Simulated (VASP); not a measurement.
Ga7As: single point with PBE

Ga7As:

```
CELL_PARAMETERS angstrom
-3.40135 3.40135 3.40135
3.40135 -3.40135 3.40135
3.40135 3.40135 -3.40135
ATOMIC_POSITIONS crystal
Ga 0.00000 0.50000 0.50000
Ga 0.50000 0.50000 0.00000
Ga 0.50000 0.00000 0.50000
Ga 0.00000 0.00000 0.50000
Ga 0.00000 0.50000 0.00000
Ga 0.50000 0.00000 0.00000
Ga 0.50000 0.50000 0.50000
As 0.00000 0.00000 0.00000
```

```yaml
Program: VASP 6.6.1
Task: single point
Functional: PBE
Potentials_or_basis: VASP PAW PBE potentials, release 64 (Ga_d, As)
Cutoff: 520 eV
k_mesh: 4 × 4 × 4
Occupations: gaussian, width 0.2 eV
Spin: no spin polarisation
```

| Property | Result |
| --- | --- |
| Pressure | -0.3 GPa |
| Band gap on the k mesh | zero (band 48 reaches 5.61 eV, above the bottom of band 49 at 4.33 eV) |

Levels at points of the mesh, in eV from the Fermi level:
| k point | band 46 | band 47 | band 48 | band 49 | band 50 | band 51 |
| --- | --- | --- | --- | --- | --- | --- |
| (0.00, 0.00, 0.00) | -3.47 | -3.47 | -3.47 | 0.55 | 1.09 | 1.09 |
| (0.50, 0.00, 0.00) | -0.46 | -0.38 | -0.01 | 0.09 | 0.45 | 1.54 |
| (0.50, 0.50, 0.50) | -0.87 | 0.01 | 0.01 | 0.01 | 3.13 | 3.13 |

Run time: 52 s on 1 thread of Intel(R) Xeon(R) 6975P-C (Granite Rapids), with other jobs on the host, peak memory 0.33 GiB.
